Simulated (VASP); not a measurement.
# TiO3 (P6_3/mmc) in VASP: relaxation of cell and atoms with PBE

Aim: the relaxation of cell and atoms of TiO3 with PBE.

Everything below comes from runs of VASP 6.6.1. Logs are shortened: lines on timing, memory, paths and dates and some standing lists are left out, and cuts for length are marked.

## 1. The cell of the first run

The structure is hexagonal, space group P6_3/mmc (No. 194). The conventional cell has a = 4.378 Å, b = 4.378 Å, c = 3.992 Å, α = 90.00°, β = 90.00°, γ = 120.00°. Ti (site symmetry -6m2) has 12 O at 2.19 to 2.32 Å within 2.9 Å. O (site symmetry mm2) has 8 O at 2.06 to 2.40 Å and 4 Ti at 2.19 to 2.32 Å within 2.7 Å.

## 2. Relaxation of cell and atoms, PBE

Contents of INCAR:

```
PREC = Accurate ; ENCUT = 600
EDIFF = 1E-7 ; ISMEAR = 0
SIGMA = 0.1 ; LREAL = False
LASPH = True ; NELM = 60
ALGO = Normal ; ISIF = 3
LWAVE = False ; LCHARG = False
GGA = PE ; IBRION = 2
NSW = 100 ; EDIFFG = -0.01
```

Contents of KPOINTS:

```
regular mesh
0
Gamma
  12 12 10
```

Contents of POSCAR:

```
TiO3
1.0
    4.3777054628      0.0000000000      0.0000000000
   -2.1888527314      3.7912041410      0.0000000000
    0.0000000000      0.0000000000      3.9916915060
Ti O
2 6
Direct
    0.3333333333      0.6666666667      0.2500000000
    0.6666666667      0.3333333333      0.7500000000
    0.8234314110      0.6468628219      0.2500000000
    0.1765685890      0.8234314110      0.7500000000
    0.3531371781      0.1765685890      0.2500000000
    0.1765685890      0.3531371781      0.7500000000
    0.8234314110      0.1765685890      0.2500000000
    0.6468628219      0.8234314110      0.7500000000
```

Potentials or basis: VASP PAW PBE potentials, release 64 (Ti_sv, O).

The run is started by

```
> cat potpaw_PBE.64/Ti_sv/POTCAR potpaw_PBE.64/O/POTCAR > POTCAR
> mpirun -np 1 vasp_std > vasp.out
```

OUTCAR:

```text
PREC = Accurate
   ENCUT = 600
   EDIFF = 1E-7
   ISMEAR = 0
   LREAL = False
   LASPH = True
   NELM = 60
   ISIF = 3
   GGA = PE
   IBRION = 2
   NSW = 100
   EDIFFG = -0.01

 ion  position               nearest neighbor table
   1  0.333  0.667  0.250-   5 2.19   3 2.19   7 2.19   7 2.19   5 2.19   3 2.19   6 2.32   6 2.32
                             4 2.32   4 2.32   8 2.32   8 2.32
   2  0.667  0.333  0.750-   8 2.19   6 2.19   4 2.19   4 2.19   8 2.19   6 2.19   3 2.32   3 2.32
                             7 2.32   7 2.32   5 2.32   5 2.32
   3  0.823  0.647  0.250-   1 2.19   1 2.19   2 2.32   2 2.32
   4  0.177  0.823  0.750-   2 2.19   2 2.19   1 2.32   1 2.32
   5  0.353  0.177  0.250-   1 2.19   1 2.19   2 2.32   2 2.32
   6  0.177  0.353  0.750-   2 2.19   2 2.19   1 2.32   1 2.32
   7  0.823  0.177  0.250-   1 2.19   1 2.19   2 2.32   2 2.32
   8  0.647  0.823  0.750-   2 2.19   2 2.19   1 2.32   1 2.32

  LATTYP: Found a hexagonal cell.
 ALAT       =     4.3777054628
 C/A-ratio  =     0.9118227665

  Lattice vectors:

 A1 = (   4.3777054628,   0.0000000000,   0.0000000000)
 A2 = (  -2.1888527314,   3.7912041410,   0.0000000000)
 A3 = (   0.0000000000,   0.0000000000,   3.9916915060)

Analysis of symmetry for initial positions (statically):
=====================================================================
 Subroutine PRICEL returns:
 Original cell was already a primitive cell.

 Routine SETGRP: Setting up the symmetry group for a
 hexagonal supercell.

 Subroutine GETGRP returns: Found 24 space group operations
 (whereof 12 operations were pure point group operations)
 out of a pool of 24 trial point group operations.

The static configuration has the point symmetry D_3d.
 The point group associated with its full space group is D_6h.

Analysis of symmetry for dynamics (positions and initial velocities):
=====================================================================
 Subroutine PRICEL returns:
 Original cell was already a primitive cell.

 Routine SETGRP: Setting up the symmetry group for a
 hexagonal supercell.

 Subroutine GETGRP returns: Found 24 space group operations
 (whereof 12 operations were pure point group operations)
 out of a pool of 24 trial point group operations.

The dynamic configuration has the point symmetry D_3d.
 The point group associated with its full space group is D_6h.

 Subroutine INISYM returns: Found 24 space group operations
[... 115 lines left out ...]
   ISIF   =      3    stress and relaxation
   ISYM   =      2    0-nonsym 1-usesym 2-fastsym
   POTIM  = 0.5000    time-step for ionic-motion
   TEBEG  =    0.0;   TEEND  =   0.0 temperature during run
   PSTRESS=    0.0 pullay stress
   NELECT =      60.0000    total number of electrons
   NUPDOWN=      -1.0000    fix difference up-down
   EMIN   =  10.00;   EMAX   =-10.00  energy-range for DOS
   EFERMI =   0.00;   METHOD = LEGACY
   ISMEAR =     0;   SIGMA  =   0.10  broadening in eV -4-tet -1-fermi 0-gaus
   EFERMI_NEDOS =   21; number of points for ismear=-14 and -15
   IALGO  =     38    algorithm
   IMIX   =      4    mixing-type and parameters
     AMIX     =   0.40;   BMIX     =  1.00
     AMIX_MAG =   1.60;   BMIX_MAG =  1.00
  volume/ion in A,a.u.               =       8.28        55.88
  Fermi-wavevector in a.u.,A,eV,Ry     =   1.583914  2.993164 34.134087  2.508785
  Thomas-Fermi vector in A             =   2.683612
   LORBIT       =      0    0 simple, 1 ext, 2 COOP (PROOUT), +10 PAW based schemes
   GGA     = PE    functional components
   LHFCALC =     F    Hartree Fock is set to
   AEXX    =    0.0000 exact exchange contribution
   IVDW    =     0    specifies the selected vdW correction
   LEPSILON=     F    determine dielectric tensor
   LRPA    =     F    only Hartree local field effects (RPA)
 conjugate gradient relaxation of ions
 non-spin polarized calculation
 Gauss-broadening in eV      SIGMA  =   0.10
  energy-cutoff  :      600.00
  volume of cell :       66.25
 maximum number of plane-waves:      2236
 NGX is ok and might be reduce to    36
   NGX = 17   NGY = 17   NGZ = 15

--------------------------------------- Ionic step        1  -------------------------------------------

 number of electron      59.9999989 magnetization

 Free energy of the ion-electron system (eV)
  ---------------------------------------------------
  ext. energy  EPLUGINS =         0.00000000
  ---------------------------------------------------
  free energy    TOTEN  =       -53.80763205 eV

  energy without entropy =      -53.79043655  energy(sigma->0) =      -53.79903430

------------------------ aborting loop because EDIFF is reached ----------------------------------------

  FORCE on cell =-STRESS in cart. coord.  units (eV):
  Direction    XX          YY          ZZ          XY          YZ          ZX
  --------------------------------------------------------------------------------------
  -------------------------------------------------------------------------------------
  Total        0.1628167      0.1628167      0.2192083      0.0000000      0.0000000      0.0000000
  in kB        3.9375753      3.9375753      5.3013558      0.0000000      0.0000000      0.0000000
  external PRESSURE =       4.3921688 kB  Pullay stress =       0.0000000 kB
[... 71 lines left out ...]
--------------------------------------- Ionic step        3  -------------------------------------------

 number of electron      59.9999990 magnetization

 Free energy of the ion-electron system (eV)
  ---------------------------------------------------
  ext. energy  EPLUGINS =         0.00000000
  ---------------------------------------------------
  free energy    TOTEN  =       -53.80781478 eV

  energy without entropy =      -53.79057490  energy(sigma->0) =      -53.79919484

 E-fermi :   7.4054     XC(G=0): -12.8086

 val. band max:        7.4036818693   @ k =   0.4167   0.1667   0.4000
 cond. band min:       7.4056230346   @ k =   0.1667   0.0833   0.2000
 fundamental gap:      0.0019411652
 Fermi energy:         7.4054000616

 k-point     1 :       0.0000    0.0000    0.0000
  band No.  band energies     occupation
      1     -50.8000      2.00000
      2     -50.7635      2.00000
      3     -27.0122      2.00000
      4     -27.0038      2.00000
      5     -27.0038      2.00000
      6     -26.9043      2.00000
[... 925 lines left out ...]
     35       9.6942      0.00000
     36       9.7556      0.00000

 [... further k-points ...]

------------------------ aborting loop because EDIFF is reached ----------------------------------------

  FORCE on cell =-STRESS in cart. coord.  units (eV):
  Direction    XX          YY          ZZ          XY          YZ          ZX
  --------------------------------------------------------------------------------------
  -------------------------------------------------------------------------------------
  Total       -0.0284185     -0.0284185      0.0388148      0.0000000     -0.0000000      0.0000000
  in kB       -0.6859202     -0.6859202      0.9368493      0.0000000     -0.0000000      0.0000000
  external PRESSURE =      -0.1449971 kB  Pullay stress =       0.0000000 kB
[... 23 lines left out ...]
  FREE ENERGIE OF THE ION-ELECTRON SYSTEM (eV)
  ---------------------------------------------------
  free  energy   TOTEN  =       -53.8078147812 eV

  energy  without entropy=      -53.7905748994  energy(sigma->0) =      -53.79919484

 reached required accuracy - stopping structural energy minimisation
```

OSZICAR:

```text
N       E                     dE             d eps       ncg     rms          rms(c)
DAV:   1     0.892363561462E+03    0.89236E+03   -0.34505E+04  8256   0.222E+03
DAV:   2     0.941701089258E+02   -0.79819E+03   -0.76593E+03  8552   0.625E+02
DAV:   3    -0.622839354732E+02   -0.15645E+03   -0.15240E+03 11824   0.226E+02
[... 34 lines left out ...]
DAV:   4    -0.538077989959E+02    0.66856E-04   -0.47102E-04 12356   0.149E-01    0.136E-02
DAV:   5    -0.538078066003E+02   -0.76044E-05   -0.42111E-05 12432   0.353E-02    0.975E-03
DAV:   6    -0.538078121595E+02   -0.55592E-05   -0.51598E-06 13724   0.960E-03    0.788E-03
DAV:   7    -0.538078147511E+02   -0.25916E-05   -0.48195E-06 12528   0.146E-02    0.107E-03
DAV:   8    -0.538078147812E+02   -0.30035E-07   -0.31841E-07  8940   0.337E-03
   3 F= -.53807815E+02 E0= -.53799195E+02  d E =-.182732E-03
```

It took 5.9 min on 1 thread of Intel Xeon 6975P-C (Granite Rapids), shared host; peak memory 0.39 GiB.

What came out:

| Item | Value |
| --- | --- |
| Free energy | -53.8078 eV |
| Relaxed volume | 8.30 Å³/atom |
| Relaxed cell | a = 4.380 Å, b = 4.380 Å, c = 3.995 Å, α = 90.00°, β = 90.00°, γ = 120.00° |
| Space group after relaxing (to 0.1 Å) | P6_3/mmc (No. 194) |
| Energy gained by relaxing | 0.0 meV/atom |
| Ionic steps | 3 |
| Pressure after relaxing | 0.0 GPa |
| Largest force after relaxing | 0.006 eV/Å |
| Band gap on the k mesh | zero (bands 30 and 31 overlap by 1.29 eV) |

Forces in eV/Å, atoms in the order of the input:
```
Ti   0.000  0.000  0.000
Ti   0.000  0.000  0.000
O    0.000 -0.006  0.000
O    0.005 -0.003  0.000
O    0.005  0.003  0.000
O    0.000  0.006  0.000
O   -0.005  0.003  0.000
O   -0.005 -0.003  0.000
```

Step by step:
```tsv
step	energy change (eV)	largest force (eV/Å)	pressure (GPa)	volume (Å³)
1	0.0000	0.0012	0.44	66.25
2	-0.0001	0.0087	-0.31	66.47
3	-0.0002	0.0057	-0.01	66.38
```

Final structure:
```cif
data_structure
_symmetry_space_group_name_H-M 'P 1'
_symmetry_Int_Tables_number 1
_cell_length_a 4.3803
_cell_length_b 4.3803
_cell_length_c 3.9949
_cell_angle_alpha 90.000
_cell_angle_beta 90.000
_cell_angle_gamma 120.000
_cell_volume 66.38
loop_
_atom_site_label
_atom_site_type_symbol
_atom_site_fract_x
_atom_site_fract_y
_atom_site_fract_z
_atom_site_occupancy
Ti1 Ti 0.33333 0.66667 0.25000 1
Ti2 Ti 0.66667 0.33333 0.75000 1
O1 O 0.82343 0.64685 0.25000 1
O2 O 0.17657 0.82343 0.75000 1
O3 O 0.35315 0.17657 0.25000 1
O4 O 0.17657 0.35315 0.75000 1
O5 O 0.82343 0.17657 0.25000 1
O6 O 0.64685 0.82343 0.75000 1
```

Caveat: semilocal functionals often make such compounds metallic where correlation or magnetic order opens a gap, which also shifts bond lengths.
